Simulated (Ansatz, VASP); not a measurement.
One calculation of PbSe, two programs

Contents of INCAR:

```
ALGO     = Normal         # electronic algorithm
EDIFF    = 1E-6           # SCF threshold, eV
ENCUT    = 520            # plane-wave cutoff, eV
ISIF     = 2              # what is computed and relaxed
ISMEAR   = 0              # smearing method
LASPH    = T              # aspherical terms in the spheres
LCHARG   = F              # write CHGCAR
LREAL    = F              # projectors in reciprocal space
LWAVE    = F              # write WAVECAR
NBANDS   = 17             # bands
NELM     = 60             # most SCF steps
PREC     = Accurate       # precision mode
SIGMA    = 0.03           # smearing width, eV
```

Contents of KPOINTS:

```
k-points
0
Gamma
  10 10 10
```

The input POSCAR:

```
PbSe
1.0
    0.0000000000      2.6750344201      4.0125516301
    2.6750344201      0.0000000000      4.0125516301
    2.6750344201      2.6750344201      0.0000000000
Pb Se
1 1
Direct
    0.0000000000      0.0000000000      0.0000000000
    0.5000000000      0.5000000000      0.5000000000
```

Input for Ansatz:

```yaml
crystal:
  lattice:
    - [0.0, 2.6750344201, 4.0125516301]
    - [2.6750344201, 0.0, 4.0125516301]
    - [2.6750344201, 2.6750344201, 0.0]
  atoms:
    - { symbol: Pb, position: [0.0, 0.0, 0.0] }
    - { symbol: Se, position: [0.5, 0.5, 0.5] }
basis:
  ecutwfc: 420
kpoints:
  mp_grid: { grid: [10, 10, 10] }
hamiltonian:
  xc: lda
scf:
  occupations: { method: gaussian, width: 0.03 }
output:
  forces: true
  stress: true
  eigenvalues: true
```

Alike in both runs: task single point; functional LDA; k mesh 10 × 10 × 10; occupations gaussian, width 0.03 eV; no spin polarisation.

|  | VASP | Ansatz |
| --- | --- | --- |
| version | VASP 6.6.1 | Ansatz 0.2.0 |
| potentials or method | VASP PAW LDA potentials, release 64 (Pb_d, Se), cutoff 520 eV | scalar-relativistic, plane waves, PAW |
| valence electrons in the cell | 20 | 30 |

|  | VASP | Ansatz | Ansatz less VASP |
| --- | --- | --- | --- |
| gap on the k mesh at the Fermi level (eV) | none | none | - |
| pressure (GPa) | 14.6 | 14.5 | -0.10 |
| traceless stress, the component that is largest in VASP (GPa) | -18.98 | -18.85 | +0.126 |

LDA's correlation is that of Perdew and Zunger in VASP and of Perdew and Wang (1992) in Ansatz. A gap of «none» marks a metal or a gap that the smearing closes. VASP's potentials hold 20 valence electrons a cell and Ansatz's 30, so a difference there can come from the potentials and not from the codes.

Spin-orbit coupling is off throughout.
